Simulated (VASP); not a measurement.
# Ni (Im-3m) in VASP: a series of runs

The runs below take Ni through single point, relaxation of cell and atoms, with PBEsol+D3(BJ), PBEsol, r2SCAN+D4.

Everything below comes from runs of VASP 6.6.1. Logs are shortened: lines on timing, memory, paths and dates and some standing lists are left out, and cuts for length are marked.

### 1 The cell of the first run

It takes space group Im-3m (No. 229, cubic). The conventional cell has a = 2.730 Å, b = 2.730 Å, c = 2.730 Å, α = 90.00°, β = 90.00°, γ = 90.00°. Ni (site symmetry m-3m) has 14 Ni at 2.36 to 2.73 Å within 3.1 Å.

This isn't the form of Ni at room conditions, which is fcc.

### 2 Single point, PBEsol+D3(BJ), collinear spin, ferromagnetic start

Contents of INCAR:

```
SYSTEM = Ni
PREC = Accurate
ENCUT = 600
EDIFF = 1E-6
ISMEAR = -1
SIGMA = 0.15
LREAL = .False.
LASPH = .True.
NELM = 200
ALGO = Normal
ISIF = 2
LWAVE = .False.
LCHARG = .False.
ISPIN = 2
MAGMOM = 2
LORBIT = 11
LMAXMIX = 4
GGA = PS
IVDW = 12
NBANDS = 15
GGA_COMPAT = .False.
```

Contents of KPOINTS:

```
regular mesh
0
Gamma
  17 17 17
  0 0 0
```

Contents of POSCAR:

```
Ni
1.0
   -1.3647932233      1.3647932233      1.3647932233
    1.3647932233     -1.3647932233      1.3647932233
    1.3647932233      1.3647932233     -1.3647932233
Ni
1
Direct
    0.0000000000      0.0000000000      0.0000000000
```

Potentials or basis: VASP PAW PBE potentials, release 64 (Ni).

Run with:

```console
> cat potpaw_PBE.64/Ni/POTCAR > POTCAR
> mpirun -np 1 vasp_std > vasp.out
```

OUTCAR:

```text
SYSTEM = Ni
   PREC = Accurate
   ENCUT = 600
   EDIFF = 1E-6
   ISMEAR = -1
   LREAL = .False.
   LASPH = .True.
   NELM = 200
   ISIF = 2
   ISPIN = 2
   LORBIT = 11
   GGA = PS
   IVDW = 12
 IVDW          = 12

 ion  position               nearest neighbor table
   1  0.000  0.000  0.000-

  LATTYP: Found a body centered cubic cell.
 ALAT       =     2.7295864466

  Lattice vectors:

 A1 = (  -1.3647932233,   1.3647932233,   1.3647932233)
 A2 = (   1.3647932233,  -1.3647932233,   1.3647932233)
 A3 = (   1.3647932233,   1.3647932233,  -1.3647932233)

Analysis of symmetry for initial positions (statically):
=====================================================================
 Subroutine PRICEL returns:
 Original cell was already a primitive cell.

 Routine SETGRP: Setting up the symmetry group for a
 body centered cubic supercell.

 Subroutine GETGRP returns: Found 48 space group operations
 (whereof 48 operations were pure point group operations)
 out of a pool of 48 trial point group operations.

The static configuration has the point symmetry O_h .

Analysis of symmetry for dynamics (positions and initial velocities):
=====================================================================
 Subroutine PRICEL returns:
 Original cell was already a primitive cell.

 Routine SETGRP: Setting up the symmetry group for a
 body centered cubic supercell.

 Subroutine GETGRP returns: Found 48 space group operations
 (whereof 48 operations were pure point group operations)
 out of a pool of 48 trial point group operations.

The dynamic configuration has the point symmetry O_h .

Analysis of structural, dynamic, and magnetic symmetry:
=====================================================================
 Subroutine PRICEL returns:
 Original cell was already a primitive cell.

 Routine SETGRP: Setting up the symmetry group for a
 body centered cubic supercell.

 Subroutine GETGRP returns: Found 48 space group operations
 (whereof 48 operations were pure point group operations)
 out of a pool of 48 trial point group operations.

The overall configuration has the point symmetry O_h .

 Subroutine INISYM returns: Found 48 space group operations
 (whereof 48 operations are pure point group operations),
 and found     1 'primitive' translations

----------------------------------------------------------------------------------------

                                     Primitive cell

  volume of cell :      10.1686

  direct lattice vectors                    reciprocal lattice vectors
[... 124 lines left out ...]
 Free energy of the ion-electron system (eV)
  ---------------------------------------------------
  ext. energy  EPLUGINS =         0.00000000
  ---------------------------------------------------
  free energy    TOTEN  =        -6.09309059 eV

  energy without entropy =       -5.95725327  energy(sigma->0) =       -6.02517193

 E-fermi :  10.0462     XC(G=0): -13.8386

 val. band max:       10.0414126153   @ k =   0.4706   0.0000   0.0000
 cond. band min:      10.0513427111   @ k =  -0.3529   0.4118   0.1765
 fundamental gap:      0.0099300959
 Fermi energy:        10.0462184425

 spin component 1

 k-point     1 :       0.0000    0.0000    0.0000
  band No.  band energies     occupation
      1       0.6334      1.00000
      2       7.7406      1.00000
      3       7.7406      1.00000
      4       7.7406      1.00000
      5       9.2292      0.99571
      6       9.2292      0.99571
      7      37.1636      0.00000
      8      37.1636      0.00000
      9      37.1636      0.00000
     10      42.5286      0.00000
     11      42.5286      0.00000
     12      44.2167      0.00000
     13      44.2167      0.00000
     14      44.2167      0.00000
[... 403 lines left out ...]
      4       8.8962      0.99953
      5       9.3761      0.98865
      6       9.7177      0.89935
      7      25.9705      0.00000
      8      26.8774      0.00000
      9      32.7453      0.00000
     10      37.6416      0.00000
     11      41.2526      0.00000
     12      44.9248      0.00000
     13      48.2222      0.00000
     14      51.2964      0.00000
     15      53.5826      0.00000

 [... further k-points ...]

 spin component 2

 k-point     1 :       0.0000    0.0000    0.0000
  band No.  band energies     occupation
      1       0.6401      1.00000
      2       8.0422      1.00000
      3       8.0422      1.00000
      4       8.0422      1.00000
      5       9.5041      0.97377
      6       9.5041      0.97377
      7      37.1330      0.00000
      8      37.1330      0.00000
      9      37.1330      0.00000
     10      42.5189      0.00000
     11      42.5189      0.00000
     12      44.3135      0.00000
     13      44.3135      0.00000
     14      44.3135      0.00000
[... 403 lines left out ...]
      4       9.1764      0.99698
      5       9.6686      0.92535
      6      10.0127      0.55563
      7      26.0365      0.00000
      8      26.9417      0.00000
      9      32.7964      0.00000
     10      37.6488      0.00000
     11      41.2909      0.00000
     12      44.9549      0.00000
     13      48.2814      0.00000
     14      51.3119      0.00000
     15      53.6547      0.00000

 [... further k-points ...]

------------------------ aborting loop because EDIFF is reached ----------------------------------------

 Edisp (eV)   -0.44663

 E8    (eV) :    -0.2927

  FORCE on cell =-STRESS in cart. coord.  units (eV):
  Direction    XX          YY          ZZ          XY          YZ          ZX
  --------------------------------------------------------------------------------------
  -------------------------------------------------------------------------------------
  Total      -0.01826    -0.01826    -0.01826     0.00000     0.00000     0.00000
  in kB      -2.87723    -2.87723    -2.87723     0.00000     0.00000     0.00000
  external pressure =       -2.88 kB  Pullay stress =        0.00 kB

 VOLUME and BASIS-vectors are now :
 -----------------------------------------------------------------------------
  energy-cutoff  :      600.00
  volume of cell :       10.17
      direct lattice vectors                 reciprocal lattice vectors
    -1.364793223  1.364793223  1.364793223     0.000000000  0.366355864  0.366355864
     1.364793223 -1.364793223  1.364793223     0.366355864  0.000000000  0.366355864
     1.364793223  1.364793223 -1.364793223     0.366355864  0.366355864  0.000000000

 POSITION                                       TOTAL-FORCE (eV/Angst)
 -----------------------------------------------------------------------------------
      0.00000      0.00000      0.00000         0.000000     -0.000000     -0.000000
 -----------------------------------------------------------------------------------
    total drift:                               -0.000000     -0.000000      0.000000

  FREE ENERGIE OF THE ION-ELECTRON SYSTEM (eV)
  ---------------------------------------------------
  free  energy   TOTEN  =        -6.5397176066 eV

  energy  without entropy=       -6.4038802802  energy(sigma->0) =       -6.47179894

 total charge

# of ion       s       p       d       tot
------------------------------------------
    1        0.524   0.558   8.364   9.446

 magnetization (x)

# of ion       s       p       d       tot
------------------------------------------
    1       -0.002  -0.008   0.284   0.274
```

stdout:

```text
POSCAR found type information on POSCAR Ni
 POSCAR found :  1 types and       1 ions
 scaLAPACK will be used
 -----------------------------------------------------------------------------
|                                                                             |
|                                                                             |
|     You enforced a specific xc type in the INCAR file but a different       |
|     I HOPE YOU KNOW WHAT YOU ARE DOING!                                     |
|                                                                             |
 -----------------------------------------------------------------------------

 LDA part: xc-table for (Slater+PW92), standard interpolation
 POSCAR, INCAR and KPOINTS ok, starting setup
 FFT: planning ... GRIDC
 FFT: planning ... GRID_SOFT
 FFT: planning ... GRID
 WAVECAR not read
 entering main loop
```

It took 32 s on 1 thread of Intel Xeon 6975P-C (Granite Rapids), shared host; peak memory 0.18 GiB.

Results:

* Free energy: -6.5397 eV
* Pressure: -0.3 GPa
* Net moment: 0.27 μB per cell
* Site moments: Ni +0.27 μB
* Valence electrons inside the program's atomic spheres: Ni 9.45
* Dispersion energy per atom: -0.447 eV

Caveat: the PAW data sets were made with another functional, which shifts forces and pressure a little.

### 3 Single point, PBEsol, collinear spin, ferromagnetic start

This run uses another cell than the first one, of 10.49 Å³/atom.

Contents of INCAR:

```
  PREC = Accurate
  ENCUT = 600
  EDIFF = 1E-6
  ISMEAR = -1
  SIGMA = 0.15
  LREAL = False
  LASPH = True
  NELM = 200
  ALGO = Normal
  ISIF = 2
  LWAVE = False
  LCHARG = False
  ISPIN = 2
  MAGMOM = 2
  LORBIT = 11
  LMAXMIX = 4
  GGA = PS
  NBANDS = 15
  GGA_COMPAT = False
```

Contents of KPOINTS:

```
regular mesh
0
Gamma
  17 17 17
```

Contents of POSCAR:

```
Ni
1.0
   -1.3788528188      1.3788528188      1.3788528188
    1.3788528188     -1.3788528188      1.3788528188
    1.3788528188      1.3788528188     -1.3788528188
Ni
1
Direct
    0.0000000000      0.0000000000      0.0000000000
```

Potentials or basis: VASP PAW PBE potentials, release 64 (Ni).

Run with:

```console
> cat potpaw_PBE.64/Ni/POTCAR > POTCAR
> mpirun -np 1 vasp_std > vasp.out
```

It took 30 s on 1 thread of Intel Xeon 6975P-C (Granite Rapids), shared host; peak memory 0.17 GiB.

Results (log left out):

* Free energy: -6.0996 eV
* Pressure: -0.2 GPa
* Net moment: 0.37 μB per cell
* Site moments: Ni +0.37 μB
* Valence electrons inside the program's atomic spheres: Ni 9.38

Levels at points of the mesh, in eV from the Fermi level:
Spin up:
```
           k point  band 3  band 4  band 5  band 6  band 7  band 8
(0.00, 0.00, 0.00)   -2.29   -2.29   -0.86   -0.86   26.79   26.79
```
Spin down:
| k point | band 1 | band 2 | band 3 | band 4 | band 5 | band 6 | band 7 | band 8 | band 9 | band 10 |
| --- | --- | --- | --- | --- | --- | --- | --- | --- | --- | --- |
| (0.00, 0.00, 0.00) | -9.20 | -1.88 | -1.88 | -1.88 | -0.49 | -0.49 | 26.74 | 26.74 | 26.74 | 31.91 |

Caveat: the PAW data sets were made with another functional, which shifts forces and pressure a little.

(Part 1 of 3 ends here.)
